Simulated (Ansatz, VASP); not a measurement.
Two plane-wave programs on GaN

The input POSCAR:

```
GaN
1.0
    3.2010602164      0.0000000000      0.0000000000
   -1.6005301082      2.7721994664      0.0000000000
    0.0000000000      0.0000000000      5.2002129176
Ga N
2 2
Direct
    0.6666666667      0.3333333333      0.5000000000
    0.3333333333      0.6666666667      0.0000000000
    0.6666666667      0.3333333333      0.8750000000
    0.3333333333      0.6666666667      0.3750000000
```

Contents of INCAR.step1:

```
SYSTEM = GaN
ALGO = Normal
EDIFF = 1E-4
ENCUT = 520
GGA = PE
ISMEAR = -1
LASPH = .True.
LCHARG = .False.
LREAL = .False.
LWAVE = .True.
NBANDS = 26
NELM = 60
PREC = Accurate
SIGMA = 0.05
```

The input INCAR.step2:

```
SYSTEM = GaN
ALGO = Normal
EDIFF = 1E-6
ENCUT = 520
ISIF = 2
ISMEAR = -1
ISTART = 1
IVDW = 12
LASPH = .True.
LCHARG = .True.
LELF = .True.
LMIXTAU = .True.
LREAL = .False.
LVHAR = .True.
LWAVE = .False.
METAGGA = R2SCAN
NBANDS = 26
NELM = 60
PREC = Accurate
SIGMA = 0.05
VDW_A1 = 0.49484001
VDW_A2 = 5.73083694
VDW_S6 = 1.0
VDW_S8 = 0.78981345
```

The input KPOINTS:

```
k-points
0
Gamma
  10 10 5
  0 0 0
```

The input input.yaml:

```yaml
crystal:
  lattice:
    - [3.2010602164, 0.0, 0.0]
    - [-1.6005301082, 2.7721994664, 0.0]
    - [0.0, 0.0, 5.2002129176]
  atoms:
    - { symbol: Ga, position: [0.6666666667, 0.3333333333, 0.5] }
    - { symbol: Ga, position: [0.3333333333, 0.6666666667, 0.0] }
    - { symbol: "N", position: [0.6666666667, 0.3333333333, 0.875] }
    - { symbol: "N", position: [0.3333333333, 0.6666666667, 0.375] }
hamiltonian:
  xc: r2scan
  pseudopotentials: { kind: paw }
  dispersion: d3bj
kpoints:
  mp_grid: { grid: [10, 10, 5] }
scf:
  occupations: { method: fermi_dirac, width: 0.05 }
output:
  forces: true
  stress: true
  eigenvalues: true
```

Alike in both runs: task single point; functional r2SCAN; dispersion D3(BJ); k mesh 10 × 10 × 5; occupations fermi-dirac, width 0.05 eV; no spin polarisation.

```csv
,VASP,Ansatz
version,VASP 6.6.1,Ansatz 0.2.0
potentials or method,"VASP PAW PBE potentials, release 64 (Ga_d, N)",Ansatz PAW
plane-wave cutoff (eV),520,500
valence electrons in the cell,36,36
```

|  | VASP | Ansatz | Ansatz less VASP |
| --- | --- | --- | --- |
| gap on the k mesh at the Fermi level (eV) | 2.24 | 2.24 | +0.006 |
| least direct gap on the mesh (eV) | 2.24 | 2.24 | +0.006 |
| pressure (GPa) | -3.4 | -4.4 | -1.04 |
| traceless stress, the component that is largest in VASP (GPa) | 1.23 | 1.24 | +0.007 |
| rms of the force components (eV/Å) | 0.075 | 0.079 | +0.0038 |

VASP's potentials were made for PBE, not for r2SCAN. Atom by atom the forces differ by 0.004 eV/Å (rms over components).

Noted on Ansatz's run: odd divisions of the mesh miss points on the zone boundary, where band edges often lie, so the gap on the mesh can be too wide.
